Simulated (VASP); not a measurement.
Set up this calculation in VASP 6.6.1, as the native input.

```yaml
Task: single point
Functional: PBEsol
Potentials_or_basis: VASP PAW PBE potentials, release 64 (Mo_sv, S)
Cutoff: 520 eV
k_mesh: 10 × 10 × 3
Occupations: fermi-dirac, width 0.05 eV
Spin: no spin polarisation
Dipole_correction: no
Further_INCAR_settings: ALGO = Normal; EDIFF = 1e-07; NBANDS = 35
```

The structure of MoS2 lies in POSCAR:

```
MoS2
1.0
    3.1690000000      0.0000000000      0.0000000000
   -1.5845000000      2.7444345046      0.0000000000
    0.0000000000      0.0000000000     12.3240000000
Mo S
2 4
Direct
    0.6666666667      0.3333333333      0.7500000000
    0.3333333333      0.6666666667      0.2500000000
    0.6666666667      0.3333333333      0.3770000000
    0.3333333333      0.6666666667      0.8770000000
    0.6666666667      0.3333333333      0.1230000000
    0.3333333333      0.6666666667      0.6230000000
```

One way to write it, as run:

INCAR

```
  ALGO = Normal
  EDIFF = 1E-7
  ENCUT = 520
  GGA = PS
  ISIF = 2
  ISMEAR = -1
  LASPH = True
  LCHARG = False
  LREAL = False
  LWAVE = False
  NBANDS = 35
  NELM = 100
  PREC = Accurate
  SIGMA = 0.05
```

KPOINTS

```
k-points
0
Gamma
  10 10 3
```

Potentials or basis: VASP PAW PBE potentials, release 64 (Mo_sv, S).

Launch:

```console
$ cat potpaw_PBE.64/Mo_sv/POTCAR potpaw_PBE.64/S/POTCAR > POTCAR
$ mpirun -np 1 vasp_std > vasp.out
```

It gave:

```
Pressure               : -3.0 GPa
Largest force          : 0.312 eV/Å
Band gap on the k mesh : 0.90 eV, indirect (least direct gap 1.87 eV)
```

Caveat: the PAW data sets were made with another functional, which shifts forces and pressure a little; this functional lacks dispersion, which binds the layers, so the pressure and a relaxed spacing across them are unreliable.

Wall time 54 s on 1 thread of Intel(R) Xeon(R) 6975P-C (Granite Rapids), on a shared host, peak memory 0.25 GiB.
